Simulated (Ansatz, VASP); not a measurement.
# Two plane-wave programs on BaNa3

```
Na Ba
1.0
     5.70286    0.00000    0.00000
     0.00000    5.70286    0.00000
     0.00000    0.00000    5.70286
Na Ba
3 1
Direct
  0.00000 0.50000 0.50000
  0.50000 0.00000 0.50000
  0.50000 0.50000 0.00000
  0.00000 0.00000 0.00000
```

Alike in both runs: functional PBE; k mesh 8 × 8 × 8; occupations gaussian, width 0.1 eV; no spin polarisation.

Ansatz relaxed the structure, and its values are those at the end. VASP's run is a single point on that final structure, the one shown.

```csv
,VASP,Ansatz
version,VASP 6.6.1,Ansatz 0.2.0
potentials or method,"VASP PAW PBE potentials, release 64 (Na_pv, Ba_sv), cutoff 520 eV","scalar-relativistic, plane waves, PAW"
valence electrons in the cell,31,37
```

|  | VASP | Ansatz | Ansatz less VASP |
| --- | --- | --- | --- |
| gap on the k mesh at the Fermi level (eV) | none | none | - |
| pressure (GPa) | 0.0 | 0.0 | +0.01 |

A gap of «none» marks a metal or a gap that the smearing closes. With one functional, cell and mesh, what is left measures potentials, basis and numerics. VASP's potentials hold 31 valence electrons a cell and Ansatz's 37, so a difference there can come from the potentials and not from the codes.

Neither program's run includes spin-orbit coupling.
